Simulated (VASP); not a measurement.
# Ti (P6/mmm) in VASP: notebook

Ti is run at these levels: PBE; tasks: single point.

Program: VASP 6.6.1. These are calculated values, not measurements. Logs are shortened: lines on timing, memory, paths and dates and some standing lists are left out, and cuts for length are marked.

**1. The cell of the first run**

It takes space group P6/mmm (No. 191, hexagonal). The conventional cell has a = 4.686 Å, b = 4.686 Å, c = 2.945 Å, α = 90.00°, β = 90.00°, γ = 120.00°. Ti (site symmetry 6/mmm) has 14 Ti at 2.94 to 3.08 Å within 3.9 Å. Within 3.6 Å of Ti (site symmetry -6m2) lie 11 Ti at 2.71 to 3.08 Å.

This isn't the form of Ti at room conditions, which is hcp.

**2. Single point, PBE**

The input, INCAR:

```
SYSTEM = Ti
ALGO = Fast
EDIFF = 1E-6
ENCUT = 520
GGA = PE
ISIF = 2
ISMEAR = 0
LASPH = .TRUE.
LCHARG = .FALSE.
LREAL = .FALSE.
LWAVE = .FALSE.
NBANDS = 25
NELM = 100
PREC = Accurate
SIGMA = 0.15
```

The input, KPOINTS:

```
k-points
0
G
  12 12 14
  0 0 0
```

The input, POSCAR:

```
Ti
1.0
    4.6859000000      0.0000000000      0.0000000000
   -2.3429500000      4.0581084396      0.0000000000
    0.0000000000      0.0000000000      2.9450000000
Ti
3
Direct
    0.0000000000      0.0000000000      0.0000000000
    0.3333333333      0.6666666667      0.5000000000
    0.6666666667      0.3333333333      0.5000000000
```

Potentials or basis: VASP PAW PBE potentials, release 64 (Ti_sv).

The run is started by

```bash
cat potpaw_PBE.64/Ti_sv/POTCAR > POTCAR
mpirun -np 1 vasp_std > vasp.out
```

OUTCAR:

```text
SYSTEM = Ti
   EDIFF = 1E-6
   ENCUT = 520
   GGA = PE
   ISIF = 2
   ISMEAR = 0
   LASPH = .TRUE.
   LREAL = .FALSE.
   NELM = 100
   PREC = Accurate

 ion  position               nearest neighbor table
   1  0.000  0.000  0.000-
   2  0.333  0.667  0.500-   3 2.71   3 2.71   3 2.71
   3  0.667  0.333  0.500-   2 2.71   2 2.71   2 2.71

  LATTYP: Found a hexagonal cell.
 ALAT       =     4.6859000000
 C/A-ratio  =     0.6284811882

  Lattice vectors:

 A1 = (   4.6859000000,   0.0000000000,   0.0000000000)
 A2 = (  -2.3429500000,   4.0581084396,   0.0000000000)
 A3 = (   0.0000000000,   0.0000000000,   2.9450000000)

Analysis of symmetry for initial positions (statically):
=====================================================================
 Subroutine PRICEL returns:
 Original cell was already a primitive cell.

 Routine SETGRP: Setting up the symmetry group for a
 hexagonal supercell.

 Subroutine GETGRP returns: Found 24 space group operations
 (whereof 24 operations were pure point group operations)
 out of a pool of 24 trial point group operations.

The static configuration has the point symmetry D_6h.

Analysis of symmetry for dynamics (positions and initial velocities):
=====================================================================
 Subroutine PRICEL returns:
 Original cell was already a primitive cell.

 Routine SETGRP: Setting up the symmetry group for a
 hexagonal supercell.

 Subroutine GETGRP returns: Found 24 space group operations
 (whereof 24 operations were pure point group operations)
 out of a pool of 24 trial point group operations.

The dynamic configuration has the point symmetry D_6h.

 Subroutine INISYM returns: Found 24 space group operations
 (whereof 24 operations are pure point group operations),
 and found     1 'primitive' translations

----------------------------------------------------------------------------------------

                                     Primitive cell

  volume of cell :      56.0018

  direct lattice vectors                    reciprocal lattice vectors
     4.685900000  0.000000000  0.000000000     0.213406176  0.123210113  0.000000000
    -2.342950000  4.058108440  0.000000000     0.000000000  0.246420226  0.000000000
     0.000000000  0.000000000  2.945000000     0.000000000  0.000000000  0.339558574

  length of vectors
     4.685900000  4.685900000  2.945000000     0.246420226  0.246420226  0.339558574

  position of ions in fractional coordinates (direct lattice)
     0.000000000  0.000000000  0.000000000
     0.333333333  0.666666667  0.500000000
     0.666666667  0.333333333  0.500000000

  ion indices of the primitive-cell ions
   primitive index   ion index
                 1           1
                 2           2
                 3           3

----------------------------------------------------------------------------------------

 KPOINTS: k-points

Automatic generation of k-mesh.
 Grid dimensions read from file:
 generate k-points for:   12   12   14

 Generating k-lattice:

  Cartesian coordinates                     Fractional coordinates (reciprocal lattice)
     0.017783848  0.010267509  0.000000000     0.083333333  0.000000000  0.000000000
     0.000000000  0.020535019  0.000000000     0.000000000  0.083333333  0.000000000
     0.000000000  0.000000000  0.024254184     0.000000000  0.000000000  0.071428571

  Length of vectors
     0.020535019  0.020535019  0.024254184

  Shift w.r.t. Gamma in fractional coordinates (k-lattice)
     0.000000000  0.000000000  0.000000000

 Subroutine IBZKPT returns following result:
 ===========================================

 Found    152 irreducible k-points:

 Following reciprocal coordinates:
            Coordinates               Weight
  0.000000  0.000000  0.000000      1.000000
  0.083333 -0.000000  0.000000      6.000000
  0.166667 -0.000000  0.000000      6.000000
  0.250000 -0.000000  0.000000      6.000000
  0.333333 -0.000000  0.000000      6.000000
  0.416667 -0.000000  0.000000      6.000000
[... 16 lines left out ...]
  0.250000 -0.000000  0.071429     12.000000
  0.333333 -0.000000  0.071429     12.000000
 [... further k-points ...]
   k-points           NKPTS =    152   k-points in BZ     NKDIM =    152   number of bands    NBANDS=     25
   number of dos      NEDOS =    301   number of ions     NIONS =      3
   total plane-waves  NPLWV =  31104
   dimension x,y,z NGX =    36 NGY =   36 NGZ =   24
   dimension x,y,z NGXF=    72 NGYF=   72 NGZF=   48
   ions per type =               3
   NGX,Y,Z   is equivalent  to a cutoff of  12.77, 12.77, 13.55 a.u.
   NGXF,Y,Z  is equivalent  to a cutoff of  25.54, 25.54, 27.10 a.u.
 SYSTEM =  Ti
   PREC   = accura    normal or accurate (medium, high low for compatibility)
   ISTART =      0    job   : 0-new  1-cont  2-samecut
   ICHARG =      2    charge: 1-file 2-atom 10-const
   ISPIN  =      1    spin polarized calculation?
   LNONCOLLINEAR =      F non collinear calculations
   LSORBIT =      F    spin-orbit coupling
   LASPH  =      T    aspherical Exc in radial PAW
   ENCUT  =  520.0 eV  38.22 Ry    6.18 a.u.   8.71  8.71  5.48*2*pi/ulx,y,z
   NELM   =    100;   NELMIN=  2; NELMDL= -5     # of ELM steps
   EDIFF  = 0.1E-05   stopping-criterion for ELM
   LREAL  =      F    real-space projection
   EDIFFG = 0.1E-04   stopping-criterion for IOM
   NSW    =      0    number of steps for IOM
   IBRION =     -1    ionic relax: 0-MD 1-quasi-New 2-CG
   NFREE  =      0    steps in history (QN), initial steepest desc. (CG)
   ISIF   =      2    stress and relaxation
   ISYM   =      2    0-nonsym 1-usesym 2-fastsym
   POTIM  = 0.5000    time-step for ionic-motion
   TEBEG  =    0.0;   TEEND  =   0.0 temperature during run
   PSTRESS=    0.0 pullay stress
   NELECT =      36.0000    total number of electrons
   NUPDOWN=      -1.0000    fix difference up-down
   EMIN   =  10.00;   EMAX   =-10.00  energy-range for DOS
   EFERMI =   0.00;   METHOD = LEGACY
   ISMEAR =     0;   SIGMA  =   0.15  broadening in eV -4-tet -1-fermi 0-gaus
   EFERMI_NEDOS =   21; number of points for ismear=-14 and -15
   IALGO  =     68    algorithm
   IMIX   =      4    mixing-type and parameters
     AMIX     =   0.40;   BMIX     =  1.00
     AMIX_MAG =   1.60;   BMIX_MAG =  1.00
  volume/ion in A,a.u.               =      18.67       125.97
  Fermi-wavevector in a.u.,A,eV,Ry     =   1.412890  2.669975 27.160740  1.996258
  Thomas-Fermi vector in A             =   2.534592
   LORBIT       =      0    0 simple, 1 ext, 2 COOP (PROOUT), +10 PAW based schemes
   GGA     = PE    functional components
   LHFCALC =     F    Hartree Fock is set to
   AEXX    =    0.0000 exact exchange contribution
   IVDW    =     0    specifies the selected vdW correction
   LEPSILON=     F    determine dielectric tensor
   LRPA    =     F    only Hartree local field effects (RPA)
 non-spin polarized calculation
 RMM-DIIS sequential band-by-band and
 Gauss-broadening in eV      SIGMA  =   0.15
  energy-cutoff  :      520.00
  volume of cell :       56.00
 maximum number of plane-waves:      1529
 NGX is ok and might be reduce to    36
   NGX = 17   NGY = 17   NGZ = 11

 number of electron      36.0000003 magnetization

 Free energy of the ion-electron system (eV)
  ---------------------------------------------------
  ext. energy  EPLUGINS =         0.00000000
  ---------------------------------------------------
  free energy    TOTEN  =       -23.40389236 eV

  energy without entropy =      -23.36941566  energy(sigma->0) =      -23.38665401

 E-fermi :   7.4911     XC(G=0): -11.1605

 val. band max:        7.4875085840   @ k =   0.4167   0.0833   0.1429
 cond. band min:       7.5005148419   @ k =   0.4167  -0.0000   0.0714
 fundamental gap:      0.0130062578
 Fermi energy:         7.4911178288

 k-point     1 :       0.0000    0.0000    0.0000
  band No.  band energies     occupation
      1     -49.5788      2.00000
      2     -49.2991      2.00000
      3     -49.1695      2.00000
      4     -25.8654      2.00000
      5     -25.8654      2.00000
      6     -25.7024      2.00000
[... 17 lines left out ...]
     24       9.1463      0.00000
     25       9.1579      0.00000

 k-point     2 :       0.0833   -0.0000    0.0000
  band No.  band energies     occupation
      1     -49.5784      2.00000
      2     -49.2975      2.00000
      3     -49.1716      2.00000
      4     -25.8743      2.00000
      5     -25.8718      2.00000
      6     -25.6938      2.00000
[... 17 lines left out ...]
     24       8.9113      0.00000
     25       9.3444      0.00000

 k-point     3 :       0.1667   -0.0000    0.0000
  band No.  band energies     occupation
      1     -49.5773      2.00000
      2     -49.2927      2.00000
      3     -49.1776      2.00000
      4     -25.8952      2.00000
      5     -25.8814      2.00000
      6     -25.6739      2.00000
[... 17 lines left out ...]
     24       8.8935      0.00000
     25       9.5819      0.00000

 k-point     4 :       0.2500   -0.0000    0.0000
  band No.  band energies     occupation
      1     -49.5758      2.00000
      2     -49.2851      2.00000
      3     -49.1870      2.00000
      4     -25.9187      2.00000
      5     -25.8822      2.00000
      6     -25.6519      2.00000
[... 17 lines left out ...]
     24       9.1206      0.00000
     25       9.8043      0.00000

 k-point     5 :       0.3333   -0.0000    0.0000
  band No.  band energies     occupation
      1     -49.5744      2.00000
      2     -49.2753      2.00000
      3     -49.1984      2.00000
      4     -25.9387      2.00000
      5     -25.8718      2.00000
      6     -25.6334      2.00000
[... 17 lines left out ...]
     24       9.3948      0.00000
     25       9.9934      0.00000

 k-point     6 :       0.4167   -0.0000    0.0000
  band No.  band energies     occupation
      1     -49.5734      2.00000
      2     -49.2654      2.00000
      3     -49.2094      2.00000
      4     -25.9519      2.00000
      5     -25.8563      2.00000
      6     -25.6213      2.00000
[... 17 lines left out ...]
     24       9.4989      0.00000
     25      10.2458      0.00000
[... 393 lines left out ...]
 k-point    21 :       0.0833   -0.0000    0.0714
  band No.  band energies     occupation
      1     -49.5765      2.00000
      2     -49.2961      2.00000
      3     -49.1700      2.00000
      4     -25.8709      2.00000
      5     -25.8686      2.00000
      6     -25.6922      2.00000
[... 17 lines left out ...]
     24       8.9341      0.00000
     25       9.4078      0.00000

 k-point    22 :       0.1667   -0.0000    0.0714
  band No.  band energies     occupation
      1     -49.5754      2.00000
      2     -49.2912      2.00000
      3     -49.1760      2.00000
      4     -25.8911      2.00000
      5     -25.8783      2.00000
      6     -25.6733      2.00000
[... 17 lines left out ...]
     24       8.9060      0.00000
     25       9.6748      0.00000

 k-point    23 :       0.2500   -0.0000    0.0714
  band No.  band energies     occupation
      1     -49.5740      2.00000
      2     -49.2835      2.00000
      3     -49.1853      2.00000
      4     -25.9140      2.00000
      5     -25.8795      2.00000
      6     -25.6523      2.00000
[... 17 lines left out ...]
     24       9.1022      0.00000
     25       9.9020      0.00000

 k-point    24 :       0.3333   -0.0000    0.0714
  band No.  band energies     occupation
      1     -49.5727      2.00000
      2     -49.2736      2.00000
      3     -49.1968      2.00000
      4     -25.9335      2.00000
      5     -25.8699      2.00000
      6     -25.6347      2.00000
[... 17 lines left out ...]
     24       9.3739      0.00000
     25      10.1025      0.00000

 [... further k-points ...]

------------------------ aborting loop because EDIFF is reached ----------------------------------------

  FORCE on cell =-STRESS in cart. coord.  units (eV):
  Direction    XX          YY          ZZ          XY          YZ          ZX
  --------------------------------------------------------------------------------------
  -------------------------------------------------------------------------------------
  Total       -2.6609139     -2.6609139     -3.6834834      0.0000000      0.0000000      0.0000000
  in kB      -76.1271266    -76.1271266   -105.3822180      0.0000000      0.0000000      0.0000000
  external PRESSURE =     -85.8788237 kB  Pullay stress =       0.0000000 kB

 VOLUME and BASIS-vectors are now :
 -----------------------------------------------------------------------------
  energy-cutoff  :      520.00
  volume of cell :       56.00
      direct lattice vectors                 reciprocal lattice vectors
     4.685900000  0.000000000  0.000000000     0.213406176  0.123210113  0.000000000
    -2.342950000  4.058108440  0.000000000     0.000000000  0.246420226  0.000000000
     0.000000000  0.000000000  2.945000000     0.000000000  0.000000000  0.339558574

 POSITION                                       TOTAL-FORCE (eV/Angst)
 -----------------------------------------------------------------------------------
      0.00000      0.00000      0.00000         0.000000      0.000000      0.000000
     -0.00000      2.70541      1.47250         0.000000      0.000000     -0.000000
      2.34295      1.35270      1.47250        -0.000000      0.000000      0.000000
 -----------------------------------------------------------------------------------
    total drift:                                0.000000     -0.000000     -0.000000

  FREE ENERGIE OF THE ION-ELECTRON SYSTEM (eV)
  ---------------------------------------------------
  free  energy   TOTEN  =       -23.4038923578 eV

  energy  without entropy=      -23.3694156564  energy(sigma->0) =      -23.38665401
```

It took 5.9 min on 1 thread of Intel Xeon Platinum 8488C (Sapphire Rapids), shared host; peak memory 0.29 GiB.

Results:

```
Free energy            : -23.4039 eV
Pressure               : -8.6 GPa
Band gap on the k mesh : zero (bands 18 and 19 overlap by 0.28 eV)
```

Caveat: the cell stands under tension.

(Part 1 of 2 ends here.)
